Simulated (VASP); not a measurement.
Wanted: the native input for a VASP 6.6.1 run.

| Quantity | Value |
| --- | --- |
| Task | single point |
| Functional | HSE06 |
| Potentials or basis | VASP PAW PBE potentials, release 64 (Al, N) |
| Cutoff | 520 eV |
| k mesh | 8 × 8 × 8 |
| Occupations | gaussian, width 0.01 eV |
| Spin | no spin polarisation |
| Dipole correction | no |
| Grid for exact exchange (PRECFOCK) | Normal |
| Further INCAR settings | ALGO = Normal; EDIFF = 1e-07; NBANDS = 11 |
| Share of exact exchange | 0.25 |
| Screening parameter | 0.2079 1/Å |

Crystal: AlN.

```
CELL_PARAMETERS angstrom
0.00000 2.07943 2.07943
2.07943 0.00000 2.07943
2.07943 2.07943 0.00000
ATOMIC_POSITIONS crystal
Al 0.00000 0.00000 0.00000
N 0.50000 0.50000 0.50000
```

This cell differs from its parent crystal: strain +3.0%.

These files were run (other wordings do the same):

POSCAR

```
AlN
1.0
    0.0000000000      2.0794345057      2.0794345057
    2.0794345057      0.0000000000      2.0794345057
    2.0794345057      2.0794345057      0.0000000000
Al N
1 1
Direct
    0.0000000000      0.0000000000      0.0000000000
    0.5000000000      0.5000000000      0.5000000000
```

INCAR.step1

```
ALGO = Normal ; EDIFF = 1E-5
ENCUT = 520 ; GGA = PE
ISIF = 2 ; ISMEAR = 0
LASPH = T ; LREAL = F
LWAVE = T ; NBANDS = 11
NELM = 60 ; PREC = Accurate
SIGMA = 0.01
```

INCAR.step2

```
ALGO = Normal ; EDIFF = 1E-7
ENCUT = 520 ; GGA = PE
HFSCREEN = 0.2079 ; ISIF = 2
ISMEAR = 0 ; ISTART = 1
LASPH = T ; LCHARG = T
LELF = T ; LHFCALC = T
LREAL = F ; LVHAR = T
LWAVE = F ; NBANDS = 11
NELM = 60 ; PREC = Accurate
PRECFOCK = Normal ; SIGMA = 0.01
```

KPOINTS

```
k-points
0
Gamma
  8 8 8
```

Potentials or basis: VASP PAW PBE potentials, release 64 (Al, N).

Run with:

```sh
$ cat potpaw_PBE.64/Al/POTCAR potpaw_PBE.64/N/POTCAR > POTCAR
$ cp INCAR.step1 INCAR
$ mpirun -np 1 vasp_std > vasp.out
$ cp INCAR.step2 INCAR
$ mpirun -np 1 vasp_std > vasp.out
```

It gave:

```json
{
 "Pressure": "-21.9 GPa",
 "Band gap on the k mesh": "5.11 eV (least direct gap 5.91 eV)"
}
```

Caveat: the cell differs from its parent crystal (strain +3.0%); the cell stands under tension; the structure was generated, so it needn't be the stable form of AlN; the PAW data sets were made with another functional, which shifts forces and pressure a little.

Wall time 38 min on 1 thread of Oxide Virtual Turin-like Processor, on a shared host, peak memory 0.21 GiB.
